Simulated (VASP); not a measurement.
# SnSe (P1) in VASP: notebook

SnSe is run at these levels: PBEsol; tasks: single point.

Everything below comes from runs of VASP 6.6.1. Logs are shortened: lines on timing, memory, paths and dates and some standing lists are left out, and cuts for length are marked.

### 1 The cell of the first run

The typed cell holds 2 atoms: a = 4.447 Å, b = 4.197 Å, c = 4.241 Å, α = 60.38°, β = 59.03°, γ = 58.75°.

### 2 Single point, PBEsol

INCAR reads:

```
ALGO = Normal
EDIFF = 1E-6
ENCUT = 500
GGA = PS
GGA_COMPAT = F
ISIF = 2
ISMEAR = 0
LASPH = T
LCHARG = F
LREAL = F
LWAVE = F
NBANDS = 17
NELM = 120
PREC = Accurate
SIGMA = 0.01
```

KPOINTS reads:

```
k-points
0
Gamma
  4 4 4
```

POSCAR reads:

```
SnSe
1.0
   -0.0317000000      3.1462600000      3.1421700000
    2.8932500000      0.0704700000      3.0400000000
    2.9226000000      3.0734300000      0.0411200000
Sn Se
1 1
Direct
    0.0092900000      0.9516900000      0.0730100000
    0.5035700000      0.5245600000      0.4910800000
```

Potentials or basis: VASP PAW PBE potentials, release 64 (Sn_d, Se).

Launch:

```sh
$ cat potpaw_PBE.64/Sn_d/POTCAR potpaw_PBE.64/Se/POTCAR > POTCAR
$ mpirun -np 1 vasp_std > vasp.out
```

OUTCAR:

```text
EDIFF = 1E-6
   ENCUT = 500
   GGA = PS
   ISIF = 2
   ISMEAR = 0
   LASPH = T
   LREAL = F
   NELM = 120
   PREC = Accurate

 ion  position               nearest neighbor table
   1  0.009  0.952  0.073-   2 2.82   2 2.89   2 2.91   2 2.97
   2  0.504  0.525  0.491-   1 2.82   1 2.89   1 2.91   1 2.97

  Warning from LATTYP: Got some problem with cell dimensions!
  Tried to take original basis but could not verify dimensions!
  LATTYP: Found a triclinic cell.
 ALAT       =     4.2413740202
 B/A-ratio  =     1.0484115311
 C/A-ratio  =     1.0006295628
 COS(alpha) =     0.0012808259
 COS(beta)  =     0.5106420047
 COS(gamma) =     0.5146498926

  Lattice vectors:

 A1 = (  -2.9226000000,  -3.0734300000,  -0.0411200000)
 A2 = (   0.0317000000,  -3.1462600000,  -3.1421700000)
 A3 = (  -0.0293500000,  -3.0029600000,   2.9988800000)

Analysis of symmetry for initial positions (statically):
=====================================================================
 Subroutine PRICEL returns:
 Original cell was already a primitive cell.

 Routine SETGRP: Setting up the symmetry group for a
 triclinic supercell.

 Subroutine GETGRP returns: Found  1 space group operations
 (whereof  1 operations were pure point group operations)
 out of a pool of  2 trial point group operations.

The static configuration has the point symmetry C_1 .

Analysis of symmetry for dynamics (positions and initial velocities):
=====================================================================
 Subroutine PRICEL returns:
 Original cell was already a primitive cell.

 Routine SETGRP: Setting up the symmetry group for a
 triclinic supercell.

 Subroutine GETGRP returns: Found  1 space group operations
 (whereof  1 operations were pure point group operations)
 out of a pool of  2 trial point group operations.

The dynamic configuration has the point symmetry C_1 .

 Subroutine INISYM returns: Found  1 space group operations
 (whereof  1 operations are pure point group operations),
 and found     1 'primitive' translations

----------------------------------------------------------------------------------------

                                     Primitive cell

  volume of cell :      55.1690

  direct lattice vectors                    reciprocal lattice vectors
    -0.031700000  3.146260000  3.142170000    -0.169303867  0.158888677  0.157447872
     2.893250000  0.070470000  3.040000000     0.172703164 -0.166481270  0.168440298
     2.922600000  3.073430000  0.041120000     0.169355929  0.166532781 -0.165040989

  length of vectors
     4.446705431  4.197315998  4.241374020     0.280533854  0.293111805  0.289228502

  position of ions in fractional coordinates (direct lattice)
     0.009290000  0.951690000  0.073010000
     0.503570000  0.524560000  0.491080000

  ion indices of the primitive-cell ions
   primitive index   ion index
                 1           1
                 2           2

----------------------------------------------------------------------------------------

 KPOINTS: k-points

Automatic generation of k-mesh.
 Grid dimensions read from file:
 generate k-points for:    4    4    4

 Generating k-lattice:

  Cartesian coordinates                     Fractional coordinates (reciprocal lattice)
    -0.042325967  0.039722169  0.039361968     0.250000000  0.000000000  0.000000000
     0.043175791 -0.041620318  0.042110075     0.000000000  0.250000000  0.000000000
     0.042338982  0.041633195 -0.041260247    -0.000000000  0.000000000  0.250000000

  Length of vectors
     0.070133464  0.073277951  0.072307125

  Shift w.r.t. Gamma in fractional coordinates (k-lattice)
     0.000000000  0.000000000  0.000000000

 Subroutine IBZKPT returns following result:
 ===========================================

 Found     36 irreducible k-points:

 Following reciprocal coordinates:
            Coordinates               Weight
  0.000000  0.000000  0.000000      1.000000
  0.250000  0.000000 -0.000000      2.000000
  0.500000  0.000000 -0.000000      1.000000
  0.000000  0.250000 -0.000000      2.000000
  0.250000  0.250000 -0.000000      2.000000
  0.500000  0.250000 -0.000000      2.000000
[... 16 lines left out ...]
  0.000000 -0.250000  0.250000      2.000000
  0.250000 -0.250000  0.250000      2.000000
 [... further k-points ...]
   k-points           NKPTS =     36   k-points in BZ     NKDIM =     36   number of bands    NBANDS=     17
   number of dos      NEDOS =    301   number of ions     NIONS =      2
   total plane-waves  NPLWV =  32768
   dimension x,y,z NGX =    32 NGY =   32 NGZ =   32
   dimension x,y,z NGXF=    64 NGYF=   64 NGZF=   64
   ions per type =               1   1
   NGX,Y,Z   is equivalent  to a cutoff of  11.96, 12.67, 12.54 a.u.
   NGXF,Y,Z  is equivalent  to a cutoff of  23.93, 25.35, 25.09 a.u.
 SYSTEM =  unknown system
   PREC   = accura    normal or accurate (medium, high low for compatibility)
   ISTART =      0    job   : 0-new  1-cont  2-samecut
   ICHARG =      2    charge: 1-file 2-atom 10-const
   ISPIN  =      1    spin polarized calculation?
   LNONCOLLINEAR =      F non collinear calculations
   LSORBIT =      F    spin-orbit coupling
   LASPH  =      T    aspherical Exc in radial PAW
   ENCUT  =  500.0 eV  36.75 Ry    6.06 a.u.   8.11  7.65  7.73*2*pi/ulx,y,z
   NELM   =    120;   NELMIN=  2; NELMDL= -5     # of ELM steps
   EDIFF  = 0.1E-05   stopping-criterion for ELM
   LREAL  =      F    real-space projection
   EDIFFG = 0.1E-04   stopping-criterion for IOM
   NSW    =      0    number of steps for IOM
   IBRION =     -1    ionic relax: 0-MD 1-quasi-New 2-CG
   NFREE  =      0    steps in history (QN), initial steepest desc. (CG)
   ISIF   =      2    stress and relaxation
   ISYM   =      2    0-nonsym 1-usesym 2-fastsym
   POTIM  = 0.5000    time-step for ionic-motion
   TEBEG  =    0.0;   TEEND  =   0.0 temperature during run
   PSTRESS=    0.0 pullay stress
   NELECT =      20.0000    total number of electrons
   NUPDOWN=      -1.0000    fix difference up-down
   EMIN   =  10.00;   EMAX   =-10.00  energy-range for DOS
   EFERMI =   0.00;   METHOD = LEGACY
   ISMEAR =     0;   SIGMA  =   0.01  broadening in eV -4-tet -1-fermi 0-gaus
   EFERMI_NEDOS =   21; number of points for ismear=-14 and -15
   IALGO  =     38    algorithm
   IMIX   =      4    mixing-type and parameters
     AMIX     =   0.40;   BMIX     =  1.00
     AMIX_MAG =   1.60;   BMIX_MAG =  1.00
  volume/ion in A,a.u.               =      27.58       186.15
  Fermi-wavevector in a.u.,A,eV,Ry     =   1.167310  2.205897 18.539486  1.362614
  Thomas-Fermi vector in A             =   2.303812
   LORBIT       =      0    0 simple, 1 ext, 2 COOP (PROOUT), +10 PAW based schemes
   GGA     = PS    functional components
   LHFCALC =     F    Hartree Fock is set to
   AEXX    =    0.0000 exact exchange contribution
   IVDW    =     0    specifies the selected vdW correction
   LEPSILON=     F    determine dielectric tensor
   LRPA    =     F    only Hartree local field effects (RPA)
 non-spin polarized calculation
 Gauss-broadening in eV      SIGMA  =   0.01
  energy-cutoff  :      500.00
  volume of cell :       55.17
 maximum number of plane-waves:      1410
   NGX = 17   NGY = 15   NGZ = 15

 number of electron      20.0000002 magnetization

 Free energy of the ion-electron system (eV)
  ---------------------------------------------------
  ext. energy  EPLUGINS =         0.00000000
  ---------------------------------------------------
  free energy    TOTEN  =        -8.97973703 eV

  energy without entropy =       -8.97973703  energy(sigma->0) =       -8.97973703

 E-fermi :   5.5733     XC(G=0):  -9.7233

 val. band max:        5.4793691817   @ k =   0.5000   0.0000  -0.0000
 cond. band min:       5.8876685552   @ k =   0.5000   0.5000   0.5000
 fundamental gap:      0.4082993734
 Fermi energy:         5.5733486395

 k-point     1 :       0.0000    0.0000    0.0000
  band No.  band energies     occupation
      1     -16.1572      2.00000
      2     -16.1517      2.00000
      3     -16.1461      2.00000
      4     -16.1407      2.00000
      5     -16.1396      2.00000
      6      -8.6404      2.00000
[... 9 lines left out ...]
     16      12.1597      0.00000
     17      13.2969      0.00000

 k-point     2 :       0.2500    0.0000   -0.0000
  band No.  band energies     occupation
      1     -16.1605      2.00000
      2     -16.1532      2.00000
      3     -16.1422      2.00000
      4     -16.1394      2.00000
      5     -16.1350      2.00000
      6      -8.2557      2.00000
[... 9 lines left out ...]
     16      12.7184      0.00000
     17      15.7732      0.00000

 k-point     3 :       0.5000    0.0000   -0.0000
  band No.  band energies     occupation
      1     -16.1639      2.00000
      2     -16.1562      2.00000
      3     -16.1412      2.00000
      4     -16.1337      2.00000
      5     -16.1299      2.00000
      6      -7.7519      2.00000
[... 9 lines left out ...]
     16      15.4642      0.00000
     17      15.7063      0.00000

 k-point     4 :       0.0000    0.2500   -0.0000
  band No.  band energies     occupation
      1     -16.1588      2.00000
      2     -16.1480      2.00000
      3     -16.1464      2.00000
      4     -16.1418      2.00000
      5     -16.1337      2.00000
      6      -8.2363      2.00000
[... 9 lines left out ...]
     16      12.6837      0.00000
     17      16.3403      0.00000
[... 343 lines left out ...]
      1     -16.1711      2.00000
      2     -16.1499      2.00000
      3     -16.1455      2.00000
      4     -16.1364      2.00000
      5     -16.1234      2.00000
      6      -7.4289      2.00000
[... 9 lines left out ...]
     16      16.5488      0.00000
     17      17.7970      0.00000

 k-point    23 :       0.0000   -0.2500    0.2500
  band No.  band energies     occupation
      1     -16.1596      2.00000
      2     -16.1541      2.00000
      3     -16.1418      2.00000
      4     -16.1408      2.00000
      5     -16.1293      2.00000
      6      -7.7874      2.00000
[... 9 lines left out ...]
     16      14.8210      0.00000
     17      16.3485      0.00000

 k-point    24 :       0.2500   -0.2500    0.2500
  band No.  band energies     occupation
      1     -16.1696      2.00000
      2     -16.1467      2.00000
      3     -16.1448      2.00000
      4     -16.1384      2.00000
      5     -16.1255      2.00000
      6      -7.6187      2.00000
[... 9 lines left out ...]
     16      16.0453      0.00000
     17      16.4245      0.00000

 [... further k-points ...]
[... 5 lines left out ...]
  --------------------------------------------------------------------------------------
  -------------------------------------------------------------------------------------
  Total        0.2501223     -1.0369288     -1.2921611      0.0319204     -0.3936492      0.1210366
  in kB        7.2638631    -30.1137059    -37.5259714      0.9270089    -11.4320624      3.5150533
  external PRESSURE =     -20.1252714 kB  Pullay stress =       0.0000000 kB

 VOLUME and BASIS-vectors are now :
 -----------------------------------------------------------------------------
  energy-cutoff  :      500.00
  volume of cell :       55.17
      direct lattice vectors                 reciprocal lattice vectors
    -0.031700000  3.146260000  3.142170000    -0.169303867  0.158888677  0.157447872
     2.893250000  0.070470000  3.040000000     0.172703164 -0.166481270  0.168440298
     2.922600000  3.073430000  0.041120000     0.169355929  0.166532781 -0.165040989

 POSITION                                       TOTAL-FORCE (eV/Angst)
 -----------------------------------------------------------------------------------
      2.96656      0.32069      2.92533        -0.023652     -0.110809      0.095834
      2.93695      3.13063      3.19716         0.023652      0.110809     -0.095834
 -----------------------------------------------------------------------------------
    total drift:                                0.000217     -0.000088      0.000325

  FREE ENERGIE OF THE ION-ELECTRON SYSTEM (eV)
  ---------------------------------------------------
  free  energy   TOTEN  =        -8.9797370258 eV

  energy  without entropy=       -8.9797370258  energy(sigma->0) =       -8.97973703
```

It took 16 s on 1 thread of Intel Xeon Platinum 8375C at 2.90GHz (Ice Lake), shared host; peak memory 0.19 GiB.

What came out:

- Free energy: -8.9797 eV
- Pressure: -2.0 GPa
- Largest force: 0.148 eV/Å
- Band gap on the k mesh: 0.41 eV, indirect (least direct gap 0.51 eV)

Forces in eV/Å, atoms in the order of the input:
```
Sn  -0.024 -0.111  0.096
Se   0.024  0.111 -0.096
```

Stress tensor (GPa, compression positive):
```
 0.73  0.09  0.35
 0.09 -3.01 -1.14
 0.35 -1.14 -3.75
```

Caveat: the k points lie up to 0.46 Å⁻¹ apart; the PAW data sets were made with another functional, which shifts forces and pressure a little; spin-orbit coupling is left out, which moves the levels of the heavy elements.

(Part 1 of 2 ends here.)
